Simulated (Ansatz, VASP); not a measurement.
**One calculation of Li3ZrN2, two programs**

```
Li Zr N
1.0
     3.30854    0.00000    0.00000
    -1.65427    2.86528    0.00000
     0.00000    0.00000    5.73791
Li Zr N
3 1 2
Direct
  0.00000 0.00000 0.50000
  0.33333 0.66667 0.66468
  0.66667 0.33333 0.33532
  0.00000 0.00000 0.00000
  0.66667 0.33333 0.74999
  0.33333 0.66667 0.25001
```

Alike in both runs: functional PBE; k mesh 12 × 12 × 6; occupations gaussian, width 0.1 eV; no spin polarisation.

Ansatz relaxed the structure, and its values are those at the end. VASP's run is a single point on that final structure, the one shown.

```csv
,VASP,Ansatz
version,VASP 6.6.1,Ansatz 0.2.0
potentials or method,"VASP PAW PBE potentials, release 64 (Li_sv, Zr_sv, N), cutoff 520 eV","scalar-relativistic, plane waves, PAW"
valence electrons in the cell,31,31
```

```csv
,VASP,Ansatz,Ansatz less VASP
gap on the k mesh at the Fermi level (eV),none,none,-
rms of the force components (eV/Å),0.005,0.000,-0.0044
```

A gap of «none» marks a metal or a gap that the smearing closes.

Noted on VASP's run: the cutoff is short for stress, so the pressure is rough.
